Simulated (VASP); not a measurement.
# SrLi4CaSi2 (P-4m2) in VASP: single point with PBE

Aim: the single point of SrLi4CaSi2 with PBE.

Everything below comes from runs of VASP 6.6.1. Logs are shortened: lines on timing, memory, paths and dates and some standing lists are left out, and cuts for length are marked.

### Step 1. The cell of the first run

It takes space group P-4m2 (No. 115, tetragonal). Conventional cell: a = 4.742 Å, b = 4.742 Å, c = 6.651 Å, α = 90.00°, β = 90.00°, γ = 90.00°. Within 3.8 Å of Li (site symmetry 2mm) lie 4 Li at 2.87 to 2.92 Å and 2 Ca at 2.87 Å and 2 Sr at 2.92 Å and 6 Si at 3.23 to 3.42 Å. Within 3.8 Å of Li (site symmetry -4m2) lie 4 Li at 2.92 Å and 4 Si at 2.93 Å and 2 Ca at 3.33 Å and 4 Sr at 3.35 Å. Li (site symmetry -4m2) has 4 Si at 2.87 Å and 4 Li at 2.87 Å and 2 Sr at 3.33 Å and 4 Ca at 3.35 Å within 3.8 Å. Sr (site symmetry -4m2) has 10 Li at 2.92 to 3.35 Å and 4 Si at 2.93 Å within 3.8 Å. Within 3.8 Å of Ca (site symmetry -4m2) lie 4 Si at 2.87 Å and 10 Li at 2.87 to 3.35 Å. Si (site symmetry 2mm) has 10 Li at 2.87 to 3.42 Å and 2 Ca at 2.87 Å and 2 Sr at 2.93 Å within 3.8 Å.

### Step 2. Single point, PBE (Na replaced by Li, lengths x 0.927, strained)

Contents of INCAR:

```
SYSTEM = SrLi4CaSi2
  ALGO = Normal
  EDIFF = 1E-6
  ENCUT = 520
  GGA = PE
  ISIF = 2
  ISMEAR = 0
  LASPH = .True.
  LCHARG = .False.
  LREAL = .False.
  LWAVE = .False.
  NBANDS = 30
  NELM = 60
  PREC = Accurate
  SIGMA = 0.1
```

Contents of KPOINTS:

```
k-points
0
Gamma
  4 4 4
  0 0 0
```

Contents of POSCAR:

```
SrLi4CaSi2
1.0
    4.7422639286      0.0000000000      0.0000000000
    0.0000000000      4.7422639286      0.0000000000
    0.0000000000      0.0000000000      6.6507208386
Li Sr Ca Si
4 1 1 2
Direct
    0.5000000000      0.0000000000      0.2568790000
    0.0000000000      0.5000000000      0.7431210000
    0.5000000000      0.5000000000      0.0000000000
    0.0000000000      0.0000000000      0.5000000000
    0.0000000000      0.0000000000      0.0000000000
    0.5000000000      0.5000000000      0.5000000000
    0.5000000000      0.0000000000      0.7423170000
    0.0000000000      0.5000000000      0.2576830000
```

Potentials or basis: VASP PAW PBE potentials, release 64 (Li_sv, Sr_sv, Ca_sv, Si).

On the command line:

```console
$ cat potpaw_PBE.64/Li_sv/POTCAR potpaw_PBE.64/Sr_sv/POTCAR potpaw_PBE.64/Ca_sv/POTCAR potpaw_PBE.64/Si/POTCAR > POTCAR
$ mpirun -np 1 vasp_std > vasp.out
```

OUTCAR:

```text
SYSTEM = SrLi4CaSi2
   EDIFF = 1E-6
   ENCUT = 520
   GGA = PE
   ISIF = 2
   ISMEAR = 0
   LASPH = .True.
   LREAL = .False.
   NELM = 60
   PREC = Accurate

 ion  position               nearest neighbor table
   1  0.500  0.000  0.257-   6 2.87   6 2.87   5 2.92   5 2.92
   2  0.000  0.500  0.743-   6 2.87   6 2.87   5 2.92   5 2.92
   3  0.500  0.500  0.000-   5 3.35   5 3.35   5 3.35   5 3.35
   4  0.000  0.000  0.500-   7 2.87   8 2.87   8 2.87   7 2.87   5 3.33   5 3.33
   5  0.000  0.000  0.000-   1 2.92   2 2.92   2 2.92   1 2.92   7 2.93   8 2.93   8 2.93   7 2.93
                             4 3.33   4 3.33   3 3.35   3 3.35   3 3.35   3 3.35
   6  0.500  0.500  0.500-   7 2.87   8 2.87   7 2.87   8 2.87   1 2.87   1 2.87   2 2.87   2 2.87

   7  0.500  0.000  0.742-   4 2.87   6 2.87   6 2.87   4 2.87   5 2.93   5 2.93
   8  0.000  0.500  0.258-   4 2.87   6 2.87   4 2.87   6 2.87   5 2.93   5 2.93

  LATTYP: Found a simple tetragonal cell.
 ALAT       =     4.7422639286
 C/A-ratio  =     1.4024358279

  Lattice vectors:

 A1 = (   4.7422639286,   0.0000000000,   0.0000000000)
 A2 = (   0.0000000000,   4.7422639286,   0.0000000000)
 A3 = (   0.0000000000,   0.0000000000,   6.6507208386)

Analysis of symmetry for initial positions (statically):
=====================================================================
 Subroutine PRICEL returns:
 Original cell was already a primitive cell.

 Routine SETGRP: Setting up the symmetry group for a
 simple tetragonal supercell.

 Subroutine GETGRP returns: Found  8 space group operations
 (whereof  8 operations were pure point group operations)
 out of a pool of 16 trial point group operations.

The static configuration has the point symmetry D_2d.

Analysis of symmetry for dynamics (positions and initial velocities):
=====================================================================
 Subroutine PRICEL returns:
 Original cell was already a primitive cell.

 Routine SETGRP: Setting up the symmetry group for a
 simple tetragonal supercell.

 Subroutine GETGRP returns: Found  8 space group operations
 (whereof  8 operations were pure point group operations)
 out of a pool of 16 trial point group operations.

The dynamic configuration has the point symmetry D_2d.

 Subroutine INISYM returns: Found  8 space group operations
 (whereof  8 operations are pure point group operations),
 and found     1 'primitive' translations

----------------------------------------------------------------------------------------

                                     Primitive cell

  volume of cell :     149.5685

  direct lattice vectors                    reciprocal lattice vectors
     4.742263929  0.000000000  0.000000000     0.210869748  0.000000000  0.000000000
     0.000000000  4.742263929  0.000000000     0.000000000  0.210869748  0.000000000
     0.000000000  0.000000000  6.650720839     0.000000000  0.000000000  0.150359641

  length of vectors
     4.742263929  4.742263929  6.650720839     0.210869748  0.210869748  0.150359641

  position of ions in fractional coordinates (direct lattice)
     0.500000000  0.000000000  0.256879000
     0.000000000  0.500000000  0.743121000
     0.500000000  0.500000000  0.000000000
     0.000000000  0.000000000  0.500000000
     0.000000000  0.000000000  0.000000000
     0.500000000  0.500000000  0.500000000
     0.500000000  0.000000000  0.742317000
     0.000000000  0.500000000  0.257683000

  ion indices of the primitive-cell ions
   primitive index   ion index
                 1           1
                 2           2
                 3           3
                 4           4
                 5           5
                 6           6
                 7           7
                 8           8

----------------------------------------------------------------------------------------

 KPOINTS: k-points

Automatic generation of k-mesh.
 Grid dimensions read from file:
 generate k-points for:    4    4    4

 Generating k-lattice:

  Cartesian coordinates                     Fractional coordinates (reciprocal lattice)
     0.052717437  0.000000000  0.000000000     0.250000000  0.000000000  0.000000000
     0.000000000  0.052717437  0.000000000     0.000000000  0.250000000  0.000000000
     0.000000000  0.000000000  0.037589910     0.000000000  0.000000000  0.250000000

  Length of vectors
     0.052717437  0.052717437  0.037589910

  Shift w.r.t. Gamma in fractional coordinates (k-lattice)
     0.000000000  0.000000000  0.000000000

 Subroutine IBZKPT returns following result:
 ===========================================

 Found     18 irreducible k-points:

 Following reciprocal coordinates:
            Coordinates               Weight
  0.000000  0.000000  0.000000      1.000000
  0.250000  0.000000  0.000000      4.000000
  0.500000  0.000000  0.000000      2.000000
  0.250000  0.250000  0.000000      4.000000
  0.500000  0.250000  0.000000      4.000000
  0.500000  0.500000  0.000000      1.000000
[... 10 lines left out ...]
  0.500000  0.250000  0.500000      4.000000
  0.500000  0.500000  0.500000      1.000000
   k-points           NKPTS =     18   k-points in BZ     NKDIM =     18   number of bands    NBANDS=     30
   number of dos      NEDOS =    301   number of ions     NIONS =      8
   total plane-waves  NPLWV =  64800
   dimension x,y,z NGX =    36 NGY =   36 NGZ =   50
   dimension x,y,z NGXF=    72 NGYF=   72 NGZF=  100
   ions per type =               4   1   1   2
   NGX,Y,Z   is equivalent  to a cutoff of  12.62, 12.62, 12.50 a.u.
   NGXF,Y,Z  is equivalent  to a cutoff of  25.24, 25.24, 25.00 a.u.
 SYSTEM =  SrLi4CaSi2
   PREC   = accura    normal or accurate (medium, high low for compatibility)
   ISTART =      0    job   : 0-new  1-cont  2-samecut
   ICHARG =      2    charge: 1-file 2-atom 10-const
   ISPIN  =      1    spin polarized calculation?
   LNONCOLLINEAR =      F non collinear calculations
   LSORBIT =      F    spin-orbit coupling
   LASPH  =      T    aspherical Exc in radial PAW
   ENCUT  =  520.0 eV  38.22 Ry    6.18 a.u.   8.82  8.82 12.37*2*pi/ulx,y,z
   NELM   =     60;   NELMIN=  2; NELMDL= -5     # of ELM steps
   EDIFF  = 0.1E-05   stopping-criterion for ELM
   LREAL  =      F    real-space projection
[... 7 lines left out ...]
   TEBEG  =    0.0;   TEEND  =   0.0 temperature during run
   PSTRESS=    0.0 pullay stress
   NELECT =      40.0000    total number of electrons
   NUPDOWN=      -1.0000    fix difference up-down
   EMIN   =  10.00;   EMAX   =-10.00  energy-range for DOS
   EFERMI =   0.00;   METHOD = LEGACY
   ISMEAR =     0;   SIGMA  =   0.10  broadening in eV -4-tet -1-fermi 0-gaus
   EFERMI_NEDOS =   21; number of points for ismear=-14 and -15
   IALGO  =     38    algorithm
   IMIX   =      4    mixing-type and parameters
     AMIX     =   0.40;   BMIX     =  1.00
     AMIX_MAG =   1.60;   BMIX_MAG =  1.00
  volume/ion in A,a.u.               =      18.70       126.17
  Fermi-wavevector in a.u.,A,eV,Ry     =   1.054747  1.993182 15.136349  1.112490
  Thomas-Fermi vector in A             =   2.189918
   LORBIT       =      0    0 simple, 1 ext, 2 COOP (PROOUT), +10 PAW based schemes
   GGA     = PE    functional components
   LHFCALC =     F    Hartree Fock is set to
   AEXX    =    0.0000 exact exchange contribution
   IVDW    =     0    specifies the selected vdW correction
   LEPSILON=     F    determine dielectric tensor
   LRPA    =     F    only Hartree local field effects (RPA)
 non-spin polarized calculation
 Gauss-broadening in eV      SIGMA  =   0.10
  energy-cutoff  :      520.00
  volume of cell :      149.57
 maximum number of plane-waves:      4088
 NGX is ok and might be reduce to    36
   NGX = 17   NGY = 17   NGZ = 25

 number of electron      39.9999959 magnetization

 Free energy of the ion-electron system (eV)
  ---------------------------------------------------
  ext. energy  EPLUGINS =         0.00000000
  ---------------------------------------------------
  free energy    TOTEN  =       -23.36087670 eV

  energy without entropy =      -23.36082209  energy(sigma->0) =      -23.36084939

 E-fermi :   3.2641     XC(G=0):  -8.9990

 val. band max:        3.0390467858   @ k =   0.5000   0.0000   0.0000
 cond. band min:       3.4560692569   @ k =   0.0000   0.0000   0.0000
 fundamental gap:      0.4170224711
 Fermi energy:         3.2640527313

 k-point     1 :       0.0000    0.0000    0.0000
  band No.  band energies     occupation
      1     -43.6744      2.00000
      2     -43.6741      2.00000
      3     -42.2281      2.00000
      4     -41.9716      2.00000
      5     -36.7861      2.00000
      6     -31.1102      2.00000
[... 22 lines left out ...]
     29       6.9453      0.00000
     30       6.9453      0.00000

 k-point     2 :       0.2500    0.0000    0.0000
  band No.  band energies     occupation
      1     -43.6742      2.00000
      2     -43.6741      2.00000
      3     -42.2281      2.00000
      4     -41.9715      2.00000
      5     -36.7860      2.00000
      6     -31.1095      2.00000
[... 22 lines left out ...]
     29       7.8895      0.00000
     30       7.9168      0.00000

 k-point     3 :       0.5000    0.0000    0.0000
  band No.  band energies     occupation
      1     -43.6741      2.00000
      2     -43.6741      2.00000
      3     -42.2281      2.00000
      4     -41.9715      2.00000
      5     -36.7858      2.00000
      6     -31.1087      2.00000
[... 484 lines left out ...]
     29       7.8035      0.00000
     30       7.8509      0.00000

 k-point    18 :       0.5000    0.5000    0.5000
  band No.  band energies     occupation
      1     -43.6740      2.00000
      2     -43.6740      2.00000
      3     -42.2281      2.00000
      4     -41.9715      2.00000
      5     -36.7855      2.00000
      6     -31.1073      2.00000
[... 22 lines left out ...]
     29       8.2347      0.00000
     30       8.4555      0.00000

------------------------ aborting loop because EDIFF is reached ----------------------------------------

  FORCE on cell =-STRESS in cart. coord.  units (eV):
  Direction    XX          YY          ZZ          XY          YZ          ZX
  --------------------------------------------------------------------------------------
  -------------------------------------------------------------------------------------
  Total        4.8120379      4.8120379      4.9121250      0.0000000      0.0000000      0.0000000
  in kB       51.5465330     51.5465330     52.6186656      0.0000000      0.0000000      0.0000000
  external PRESSURE =      51.9039105 kB  Pullay stress =       0.0000000 kB

 VOLUME and BASIS-vectors are now :
 -----------------------------------------------------------------------------
  energy-cutoff  :      520.00
  volume of cell :      149.57
      direct lattice vectors                 reciprocal lattice vectors
     4.742263929  0.000000000  0.000000000     0.210869748  0.000000000  0.000000000
     0.000000000  4.742263929  0.000000000     0.000000000  0.210869748  0.000000000
     0.000000000  0.000000000  6.650720839     0.000000000  0.000000000  0.150359641

 POSITION                                       TOTAL-FORCE (eV/Angst)
 -----------------------------------------------------------------------------------
      2.37113      0.00000      1.70843        -0.000000      0.000000      0.125666
      0.00000      2.37113      4.94229         0.000000     -0.000000     -0.125666
      2.37113      2.37113      0.00000         0.000000     -0.000000      0.000000
      0.00000      0.00000      3.32536         0.000000     -0.000000      0.000000
      0.00000      0.00000      0.00000         0.000000     -0.000000      0.000000
      2.37113      2.37113      3.32536         0.000000     -0.000000      0.000000
      2.37113      0.00000      4.93694        -0.000000     -0.000000     -0.208801
      0.00000      2.37113      1.71378         0.000000     -0.000000      0.208801
 -----------------------------------------------------------------------------------
    total drift:                                0.000000      0.000000      0.000000

  FREE ENERGIE OF THE ION-ELECTRON SYSTEM (eV)
  ---------------------------------------------------
  free  energy   TOTEN  =       -23.3608766990 eV

  energy  without entropy=      -23.3608220864  energy(sigma->0) =      -23.36084939
```

Run time: 50 s. Hardware: 1 thread of Intel Xeon 6975P-C (Granite Rapids), shared host; peak memory 0.29 GiB.

Results:

* Free energy: -23.3609 eV
* Largest force: 0.209 eV/Å
* Band gap on the k mesh: 0.42 eV, indirect (least direct gap 0.61 eV)

Forces in eV/Å, atoms in the order of the input:
```
Li   0.000  0.000  0.126
Li   0.000  0.000 -0.126
Li   0.000  0.000  0.000
Li   0.000  0.000  0.000
Sr   0.000  0.000  0.000
Ca   0.000  0.000  0.000
Si   0.000  0.000 -0.209
Si   0.000  0.000  0.209
```

Caveat: the cell differs from its parent crystal (Na replaced by Li, lengths x 0.927, strained); the cutoff is under 1.25 times the usual one of these potentials, so pressure, stress and relaxed cells hold a basis-set (Pulay) error.
